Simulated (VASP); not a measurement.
Nb:

```xyz
4
Lattice="4.1900 0.0000 0.0000 0.0000 4.1900 0.0000 0.0000 0.0000 4.1900" Properties=species:S:1:pos:R:3 pbc="T T T"
Nb    0.0000    0.0000    0.0000
Nb    0.0000    2.0950    2.0950
Nb    2.0950    0.0000    2.0950
Nb    2.0950    2.0950    0.0000
```

* Program: VASP 6.6.1
* Task: relaxation of volume and atoms at fixed shape
* Functional: LDA
* Potentials or basis: VASP PAW LDA potentials, release 64 (Nb_sv)
* Cutoff: 600 eV
* k mesh: 6 × 6 × 6
* Occupations: methfessel-paxton, width 0.1 eV
* Spin: no spin polarisation

At the start: pressure -6.0 GPa; volume 18.39 Å³/atom.

Where does the relaxation end?

Over 4 steps the energy falls by 11.8 meV/atom and the volume is 17.77 Å³/atom (-3.3 %); space group Fm-3m (No. 225, to 0.05 Å).

Step by step:
```tsv
step	energy change (eV)	largest force (eV/Å)	pressure (GPa)	volume (Å³)
1	0.0000	0.0000	-5.98	73.56
2	0.1399	0.0000	13.54	66.49
3	-0.0471	0.0000	-0.15	71.15
4	-0.0471	0.0000	-0.02	71.10
```

Final structure:
```
Nb
1.0
     4.14273    0.00000    0.00000
     0.00000    4.14273    0.00000
     0.00000    0.00000    4.14273
Nb
4
Direct
  0.00000 0.00000 0.00000
  0.00000 0.50000 0.50000
  0.50000 0.00000 0.50000
  0.50000 0.50000 0.00000
```
